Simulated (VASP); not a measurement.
Si5PdW2:

```
CELL_PARAMETERS angstrom
3.25000 0.00000 0.00000
0.00000 3.25000 0.00000
0.00000 0.00000 11.30000
ATOMIC_POSITIONS crystal
Si 0.50000 0.50000 0.87500
Si 0.00000 0.00000 0.75000
Si 0.50000 0.50000 0.12500
Si 0.00000 0.00000 0.25000
Si 0.00000 0.00000 0.50000
Pd 0.00000 0.00000 0.00000
W 0.50000 0.50000 0.62500
W 0.50000 0.50000 0.37500
```

| Property | Result |
| --- | --- |
| Program | VASP 6.6.1 |
| Task | relaxation of cell and atoms |
| Functional | PBE |
| Potentials or basis | VASP PAW PBE potentials, release 64 (Si, Pd, W_sv) |
| Cutoff | 600 eV |
| k mesh | 5 × 5 × 2 |
| Occupations | gaussian, width 0.2 eV |
| Spin | no spin polarisation |

At the start: pressure -8.2 GPa; volume 14.92 Å³/atom.

How do energy, volume and symmetry change on relaxing?

Over 12 steps the energy falls by 95.9 meV/atom and the volume is 14.06 Å³/atom (-5.8 %); space group P4/mmm (No. 123, to 0.1 Å) before and after.

Step by step:
| step | energy change (eV) | largest force (eV/Å) | pressure (GPa) | volume (Å³) |
| --- | --- | --- | --- | --- |
| 1 | 0.0000 | 1.6673 | -8.21 | 119.36 |
| 2 | -0.3782 | 1.5487 | 12.66 | 106.57 |
| 3 | -0.4698 | 1.8287 | 5.05 | 110.15 |
| 4 | -0.6821 | 0.6283 | 3.32 | 111.31 |
| 5 | -0.7067 | 0.3914 | 3.39 | 111.04 |
| 6 | -0.7168 | 0.2836 | -4.02 | 115.31 |
| 7 | -0.7418 | 0.2824 | -0.77 | 113.32 |
| 8 | -0.7545 | 0.1684 | -0.20 | 112.96 |
| 9 | -0.7580 | 0.1407 | 0.31 | 112.67 |
| 10 | -0.7650 | 0.1176 | -0.12 | 112.88 |
| 11 | -0.7663 | 0.1015 | -0.40 | 113.03 |
| 12 | -0.7673 | 0.0423 | 0.41 | 112.49 |

Final structure:
```yaml
crystal:
  lattice:
    - [3.24919, 0.00000, 0.00000]
    - [0.00000, 3.24919, 0.00000]
    - [0.00000, 0.00000, 10.65535]
  atoms:
    - { symbol: Si, position: [0.50000, 0.50000, 0.87947] }
    - { symbol: Si, position: [0.00000, 0.00000, 0.74887] }
    - { symbol: Si, position: [0.50000, 0.50000, 0.12053] }
    - { symbol: Si, position: [0.00000, 0.00000, 0.25113] }
    - { symbol: Si, position: [0.00000, 0.00000, 0.50000] }
    - { symbol: Pd, position: [0.00000, 0.00000, 0.00000] }
    - { symbol: W, position: [0.50000, 0.50000, 0.64215] }
    - { symbol: W, position: [0.50000, 0.50000, 0.35785] }
```

Caveat: the k points lie up to 0.39 Å⁻¹ apart in the final cell, too coarse for converged energies and pressures of a metal; the relaxation stopped at a loose force limit of 0.08 eV/Å, so its end isn't a converged minimum.
